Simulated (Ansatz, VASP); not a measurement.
## Two plane-wave programs on Si

File POSCAR:

```
Si
1.0
    0.0000000000      2.7227277380      2.7227277380
    2.7227277380      0.0000000000      2.7227277380
    2.7227277380      2.7227277380      0.0000000000
Si
2
Direct
    0.5000000000      0.5000000000      0.5000000000
    0.7500000000      0.7500000000      0.7500000000
```

File INCAR.step1:

```
SYSTEM = Si
ALGO = Normal ; EDIFF = 1E-4
ENCUT = 520 ; GGA = PE
ISMEAR = -1 ; LASPH = .True.
LCHARG = .False. ; LREAL = .False.
LWAVE = .True. ; NBANDS = 11
NELM = 100 ; PREC = Accurate
SIGMA = 0.05
```

INCAR.step2

```
SYSTEM = Si
ALGO = Normal ; EDIFF = 1E-7
ENCUT = 520 ; ISIF = 2
ISMEAR = -1 ; ISTART = 1
LASPH = .True. ; LCHARG = .True.
LELF = .True. ; LMIXTAU = .True.
LREAL = .False. ; LVHAR = .True.
LWAVE = .False. ; METAGGA = R2SCAN
NBANDS = 11 ; NELM = 100
PREC = Accurate ; SIGMA = 0.05
```

Contents of KPOINTS:

```
k-points
0
Gamma
  5 5 5
  0 0 0
```

Input for Ansatz:

```yaml
crystal:
  lattice:
    - [0.0, 2.722727738, 2.722727738]
    - [2.722727738, 0.0, 2.722727738]
    - [2.722727738, 2.722727738, 0.0]
  atoms:
    - { symbol: Si, position: [0.5, 0.5, 0.5] }
    - { symbol: Si, position: [0.75, 0.75, 0.75] }
hamiltonian:
  xc: r2scan
  pseudopotentials:
    kind: paw
    azcp:
      Si: "pseudopotentials/Si.paw.azcp"
basis:
  ecutwfc: 500
  fft_grid_basis: typed
kpoints:
  mp_grid: { grid: [5, 5, 5], shift: [0, 0, 0] }
magnetization:
  spin_polarized: false
scf:
  occupations: { method: fermi_dirac, width: 0.05 }
  lower_state_search: "off"
output:
  stress: true
  write_density: true
  write_potential: true
  elf: true
  volumetric_format: npy
```

Alike in both runs: task single point; functional r2SCAN; k mesh 5 × 5 × 5; occupations fermi-dirac, width 0.05 eV; no spin polarisation.

|  | VASP | Ansatz |
| --- | --- | --- |
| version | VASP 6.6.1 | Ansatz 0.2.0 |
| potentials or method | VASP PAW PBE potentials, release 64 (Si), cutoff 520 eV | plane waves (500 eV) with PAW, scalar-relativistic |
| valence electrons in the cell | 8 | 8 |

```tsv
	VASP	Ansatz	Ansatz less VASP
pressure (GPa)	-0.1	0.1	+0.24
```

VASP's potentials were made for PBE, not for r2SCAN.
